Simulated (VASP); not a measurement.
# PbO (P4mm) in VASP: further runs

Runs on PbO. Level: PBEsol. Tasks: single point.

Program: VASP 6.6.1. These are calculated values, not measurements. Logs are shortened: lines on timing, memory, paths and dates and some standing lists are left out, and cuts for length are marked.

## Step 1: The cell of the first run

Symmetry: P4mm, No. 99, tetragonal system. Conventional cell: a = 3.974 Å, b = 3.974 Å, c = 5.022 Å, α = 90.00°, β = 90.00°, γ = 90.00°. Pb (site symmetry 4mm) has 4 O at 2.23 Å within 2.9 Å. Within 3.2 Å of Pb (site symmetry 4mm) lie 4 O at 2.41 Å. O (site symmetry 2mm) has 4 Pb at 2.23 to 2.41 Å and 4 O at 2.81 Å within 2.9 Å.

## Step 2: Single point, PBEsol (all O atoms moved +0.175 Å, as atom 3 along Cartesian [0 0 1])

INCAR

```
SYSTEM = PbO
PREC = Accurate ; ENCUT = 520
EDIFF = 1E-7 ; ISMEAR = 0
SIGMA = 0.05 ; LREAL = .False.
LASPH = .True. ; NELM = 80
ALGO = Normal ; ISIF = 2
LWAVE = .False. ; LCHARG = .True.
GGA = PS ; LELF = .True.
LVHAR = .True. ; NBANDS = 28
```

KPOINTS

```
Automatic mesh
0
Gamma
  8 8 6
  0 0 0
```

POSCAR

```
PbO
1.0
    3.9744000000      0.0000000000      0.0000000000
    0.0000000000      3.9744000000      0.0000000000
    0.0000000000      0.0000000000      5.0220000000
Pb O
2 2
Direct
    0.0000000000      0.5000000000      0.2351000000
    0.5000000000      0.0000000000      0.7649000000
    0.0000000000      0.0000000000      0.0348466746
    0.5000000000      0.5000000000      0.0348466746
```

Potentials or basis: VASP PAW PBE potentials, release 64 (Pb_d, O).

On the command line:

```
cat potpaw_PBE.64/Pb_d/POTCAR potpaw_PBE.64/O/POTCAR > POTCAR
mpirun -np 1 vasp_std > vasp.out
```

OUTCAR:

```text
SYSTEM = PbO
   PREC = Accurate
   ENCUT = 520
   EDIFF = 1E-7
   ISMEAR = 0
   LREAL = .False.
   LASPH = .True.
   NELM = 80
   ISIF = 2
   GGA = PS

 ion  position               nearest neighbor table
   1  0.000  0.500  0.235-   3 2.23   4 2.23   3 2.23   4 2.23   2 3.67   2 3.67   2 3.67   2 3.67
                             2 3.87   2 3.87   2 3.87   2 3.87
   2  0.500  0.000  0.765-   3 2.41   4 2.41   4 2.41   3 2.41   1 3.67   1 3.67   1 3.67   1 3.67
                             1 3.87   1 3.87   1 3.87   1 3.87
   3  0.000  0.000  0.035-   1 2.23   1 2.23   2 2.41   2 2.41
   4  0.500  0.500  0.035-   1 2.23   1 2.23   2 2.41   2 2.41

  LATTYP: Found a simple tetragonal cell.
 ALAT       =     3.9744000000
 C/A-ratio  =     1.2635869565

  Lattice vectors:

 A1 = (   3.9744000000,   0.0000000000,   0.0000000000)
 A2 = (   0.0000000000,   3.9744000000,   0.0000000000)
 A3 = (   0.0000000000,   0.0000000000,   5.0220000000)

Analysis of symmetry for initial positions (statically):
=====================================================================
 Subroutine PRICEL returns:
 Original cell was already a primitive cell.

 Routine SETGRP: Setting up the symmetry group for a
 simple tetragonal supercell.

 Subroutine GETGRP returns: Found  8 space group operations
 (whereof  4 operations were pure point group operations)
 out of a pool of 16 trial point group operations.

The static configuration has the point symmetry C_2v.
 The point group associated with its full space group is C_4v.

Analysis of symmetry for dynamics (positions and initial velocities):
=====================================================================
 Subroutine PRICEL returns:
 Original cell was already a primitive cell.

 Routine SETGRP: Setting up the symmetry group for a
 simple tetragonal supercell.

 Subroutine GETGRP returns: Found  8 space group operations
 (whereof  4 operations were pure point group operations)
 out of a pool of 16 trial point group operations.

The dynamic configuration has the point symmetry C_2v.
 The point group associated with its full space group is C_4v.

 Subroutine INISYM returns: Found  8 space group operations
 (whereof  4 operations are pure point group operations),
 and found     1 'primitive' translations

----------------------------------------------------------------------------------------

                                     Primitive cell

  volume of cell :      79.3268

  direct lattice vectors                    reciprocal lattice vectors
     3.974400000  0.000000000  0.000000000     0.251610306  0.000000000  0.000000000
     0.000000000  3.974400000  0.000000000     0.000000000  0.251610306  0.000000000
     0.000000000  0.000000000  5.022000000     0.000000000  0.000000000  0.199123855

  length of vectors
     3.974400000  3.974400000  5.022000000     0.251610306  0.251610306  0.199123855

  position of ions in fractional coordinates (direct lattice)
     0.000000000  0.500000000  0.235100000
     0.500000000  0.000000000  0.764900000
     0.000000000  0.000000000  0.034846675
     0.500000000  0.500000000  0.034846675

  ion indices of the primitive-cell ions
   primitive index   ion index
                 1           1
                 2           2
                 3           3
                 4           4

----------------------------------------------------------------------------------------

 KPOINTS: Automatic mesh

Automatic generation of k-mesh.
 Grid dimensions read from file:
 generate k-points for:    8    8    6

 Generating k-lattice:

  Cartesian coordinates                     Fractional coordinates (reciprocal lattice)
     0.031451288  0.000000000  0.000000000     0.125000000  0.000000000  0.000000000
     0.000000000  0.031451288  0.000000000     0.000000000  0.125000000  0.000000000
     0.000000000  0.000000000  0.033187309     0.000000000  0.000000000  0.166666667

  Length of vectors
     0.031451288  0.031451288  0.033187309

  Shift w.r.t. Gamma in fractional coordinates (k-lattice)
     0.000000000  0.000000000  0.000000000

 Subroutine IBZKPT returns following result:
 ===========================================

 Found     60 irreducible k-points:

 Following reciprocal coordinates:
            Coordinates               Weight
  0.000000  0.000000  0.000000      1.000000
  0.125000  0.000000  0.000000      4.000000
  0.250000  0.000000  0.000000      4.000000
  0.375000  0.000000  0.000000      4.000000
  0.500000  0.000000  0.000000      2.000000
  0.125000  0.125000  0.000000      4.000000
[... 16 lines left out ...]
  0.375000  0.125000  0.166667     16.000000
  0.500000  0.125000  0.166667      8.000000
 [... further k-points ...]
   k-points           NKPTS =     60   k-points in BZ     NKDIM =     60   number of bands    NBANDS=     28
   number of dos      NEDOS =    301   number of ions     NIONS =      4
   total plane-waves  NPLWV =  36000
   dimension x,y,z NGX =    30 NGY =   30 NGZ =   40
   dimension x,y,z NGXF=    60 NGYF=   60 NGZF=   80
   ions per type =               2   2
   NGX,Y,Z   is equivalent  to a cutoff of  12.55, 12.55, 13.24 a.u.
   NGXF,Y,Z  is equivalent  to a cutoff of  25.10, 25.10, 26.48 a.u.
 SYSTEM =  PbO
   PREC   = accura    normal or accurate (medium, high low for compatibility)
   ISTART =      0    job   : 0-new  1-cont  2-samecut
   ICHARG =      2    charge: 1-file 2-atom 10-const
   ISPIN  =      1    spin polarized calculation?
   LNONCOLLINEAR =      F non collinear calculations
   LSORBIT =      F    spin-orbit coupling
   LASPH  =      T    aspherical Exc in radial PAW
   ENCUT  =  520.0 eV  38.22 Ry    6.18 a.u.   7.39  7.39  9.34*2*pi/ulx,y,z
   NELM   =     80;   NELMIN=  2; NELMDL= -5     # of ELM steps
   EDIFF  = 0.1E-06   stopping-criterion for ELM
   LREAL  =      F    real-space projection
   EDIFFG = 0.1E-05   stopping-criterion for IOM
   NSW    =      0    number of steps for IOM
   IBRION =     -1    ionic relax: 0-MD 1-quasi-New 2-CG
   NFREE  =      0    steps in history (QN), initial steepest desc. (CG)
   ISIF   =      2    stress and relaxation
   ISYM   =      2    0-nonsym 1-usesym 2-fastsym
   POTIM  = 0.5000    time-step for ionic-motion
   TEBEG  =    0.0;   TEEND  =   0.0 temperature during run
   PSTRESS=    0.0 pullay stress
   NELECT =      40.0000    total number of electrons
   NUPDOWN=      -1.0000    fix difference up-down
   EMIN   =  10.00;   EMAX   =-10.00  energy-range for DOS
   EFERMI =   0.00;   METHOD = LEGACY
   ISMEAR =     0;   SIGMA  =   0.05  broadening in eV -4-tet -1-fermi 0-gaus
   EFERMI_NEDOS =   21; number of points for ismear=-14 and -15
   IALGO  =     38    algorithm
   IMIX   =      4    mixing-type and parameters
     AMIX     =   0.40;   BMIX     =  1.00
     AMIX_MAG =   1.60;   BMIX_MAG =  1.00
  volume/ion in A,a.u.               =      19.83       133.83
  Fermi-wavevector in a.u.,A,eV,Ry     =   1.303031  2.462372 23.101207  1.697891
  Thomas-Fermi vector in A             =   2.434060
   LORBIT       =      0    0 simple, 1 ext, 2 COOP (PROOUT), +10 PAW based schemes
   GGA     = PS    functional components
   LHFCALC =     F    Hartree Fock is set to
   AEXX    =    0.0000 exact exchange contribution
   IVDW    =     0    specifies the selected vdW correction
   LEPSILON=     F    determine dielectric tensor
   LRPA    =     F    only Hartree local field effects (RPA)
 non-spin polarized calculation
 Gauss-broadening in eV      SIGMA  =   0.05
  energy-cutoff  :      520.00
  volume of cell :       79.33
 maximum number of plane-waves:      2171
 NGX is ok and might be reduce to    30
   NGX = 15   NGY = 15   NGZ = 19

 number of electron      39.9999999 magnetization

 Free energy of the ion-electron system (eV)
  ---------------------------------------------------
  ext. energy  EPLUGINS =         0.00000000
  ---------------------------------------------------
  free energy    TOTEN  =       -22.61689543 eV

  energy without entropy =      -22.61689543  energy(sigma->0) =      -22.61689543

 E-fermi :   5.2294     XC(G=0): -10.0880

 val. band max:        5.0087864226   @ k =   0.1250   0.1250   0.0000
 cond. band min:       6.1073489431   @ k =   0.5000   0.5000   0.0000
 fundamental gap:      1.0985625204
 Fermi energy:         5.2294115072

 k-point     1 :       0.0000    0.0000    0.0000
  band No.  band energies     occupation
      1     -13.4573      2.00000
      2     -12.9122      2.00000
      3     -11.1063      2.00000
      4     -11.1063      2.00000
      5     -11.0802      2.00000
      6     -11.0499      2.00000
[... 20 lines left out ...]
     27      12.4151      0.00000
     28      12.9843      0.00000

 k-point     2 :       0.1250    0.0000    0.0000
  band No.  band energies     occupation
      1     -13.4188      2.00000
      2     -12.9179      2.00000
      3     -11.1047      2.00000
      4     -11.1028      2.00000
      5     -11.0719      2.00000
      6     -11.0539      2.00000
[... 20 lines left out ...]
     27      12.6663      0.00000
     28      14.0324      0.00000

 k-point     3 :       0.2500    0.0000    0.0000
  band No.  band energies     occupation
      1     -13.3211      2.00000
      2     -12.9382      2.00000
      3     -11.0940      2.00000
      4     -11.0924      2.00000
      5     -11.0637      2.00000
      6     -11.0459      2.00000
[... 20 lines left out ...]
     27      12.9450      0.00000
     28      15.8351      0.00000

 k-point     4 :       0.3750    0.0000    0.0000
  band No.  band energies     occupation
      1     -13.2090      2.00000
      2     -12.9760      2.00000
      3     -11.0849      2.00000
      4     -11.0774      2.00000
      5     -11.0735      2.00000
      6     -11.0061      2.00000
[... 578 lines left out ...]
     27      13.9241      0.00000
     28      15.2586      0.00000

 k-point    23 :       0.3750    0.1250    0.1667
  band No.  band energies     occupation
      1     -13.1860      2.00000
      2     -12.9775      2.00000
      3     -11.0967      2.00000
      4     -11.0848      2.00000
      5     -11.0508      2.00000
      6     -10.9864      2.00000
[... 20 lines left out ...]
     27      14.1702      0.00000
     28      14.6551      0.00000

 k-point    24 :       0.5000    0.1250    0.1667
  band No.  band energies     occupation
      1     -13.1291      2.00000
      2     -13.0083      2.00000
      3     -11.0916      2.00000
      4     -11.0900      2.00000
      5     -11.0466      2.00000
      6     -10.9576      2.00000
[... 20 lines left out ...]
     27      14.3591      0.00000
     28      14.4149      0.00000

 [... further k-points ...]
[... 5 lines left out ...]
  --------------------------------------------------------------------------------------
  -------------------------------------------------------------------------------------
  Total        1.2051374      1.2051374      0.1628524      0.0000000      0.0000000      0.0000000
  in kB       24.3403765     24.3403765      3.2891598      0.0000000      0.0000000      0.0000000
  external PRESSURE =      17.3233043 kB  Pullay stress =       0.0000000 kB

 VOLUME and BASIS-vectors are now :
 -----------------------------------------------------------------------------
  energy-cutoff  :      520.00
  volume of cell :       79.33
      direct lattice vectors                 reciprocal lattice vectors
     3.974400000  0.000000000  0.000000000     0.251610306  0.000000000  0.000000000
     0.000000000  3.974400000  0.000000000     0.000000000  0.251610306  0.000000000
     0.000000000  0.000000000  5.022000000     0.000000000  0.000000000  0.199123855

 POSITION                                       TOTAL-FORCE (eV/Angst)
 -----------------------------------------------------------------------------------
      0.00000      1.98720      1.18067         0.000000      0.000000      1.799010
      1.98720      0.00000      3.84133         0.000000      0.000000      1.049884
      0.00000      0.00000      0.17500         0.000000      0.000000     -1.424447
      1.98720      1.98720      0.17500         0.000000      0.000000     -1.424447
 -----------------------------------------------------------------------------------
    total drift:                                0.000000     -0.000000     -0.000373

  FREE ENERGIE OF THE ION-ELECTRON SYSTEM (eV)
  ---------------------------------------------------
  free  energy   TOTEN  =       -22.6168954289 eV

  energy  without entropy=      -22.6168954289  energy(sigma->0) =      -22.61689543
```

Run time: 60 s. Hardware: 1 thread of Intel Xeon 6975P-C (Granite Rapids), shared host; peak memory 0.25 GiB.

Results:

- Free energy: -22.6169 eV
- Pressure: 1.7 GPa
- Largest force: 1.799 eV/Å
- Band gap on the k mesh: 1.10 eV, indirect (least direct gap 2.07 eV)

Forces in eV/Å, atoms in the order of the input:
```
Pb   0.000  0.000  1.799
Pb   0.000  0.000  1.050
O    0.000  0.000 -1.424
O    0.000  0.000 -1.424
```

Stress tensor (GPa, compression positive):
```
2.43 0.00 0.00
0.00 2.43 0.00
0.00 0.00 0.33
```

Caveat: the cell differs from its parent crystal (all O atoms moved +0.175 Å, as atom 3 along Cartesian [0 0 1]); the PAW data sets were made with another functional, which shifts forces and pressure a little; spin-orbit coupling is left out, which moves the levels of the heavy elements.

[end of part 1 of 2]
